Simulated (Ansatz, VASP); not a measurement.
One calculation of Ga, two programs

```
CELL_PARAMETERS angstrom
2.24781 -3.80962 0.00000
2.24781 3.80962 0.00000
0.00000 0.00000 4.50159
ATOMIC_POSITIONS crystal
Ga 0.15250 0.84750 0.07850
Ga 0.65250 0.34750 0.42150
Ga 0.84750 0.15250 0.92150
Ga 0.34750 0.65250 0.57850
```

Change from the starting cell: volume scaled by 0.99, PAW files.

Alike in both runs: task electric field gradients; functional PBE; k mesh 9 × 9 × 8; occupations fermi-dirac, width 0.05 eV; no spin polarisation.

```csv
,VASP,Ansatz
version,VASP 6.6.1,Ansatz 0.2.0
potentials or method,"VASP PAW PBE potentials, release 64 (Ga_d)","PAW with Ansatz's default frozen-core files, scalar-relativistic"
plane-wave cutoff (eV),520,420
valence electrons in the cell,52,52
```

Ansatz gave:

- pressure (GPa): 2.9
- traceless stress, the component that is largest in VASP (GPa): 1.71
- rms of the force components (eV/Å): 0.256
- size of Vzz on the site where it differs most (V/Å²): 54.9

Question: What did VASP give for the same quantities?

Answer: Pressure (GPa): 3.1; traceless stress, the component that is largest in VASP (GPa): 1.73; rms of the force components (eV/Å): 0.255; size of Vzz on the site where it differs most (V/Å²): 52.5.

Atom by atom the forces differ by 0.001 eV/Å (rms over components).
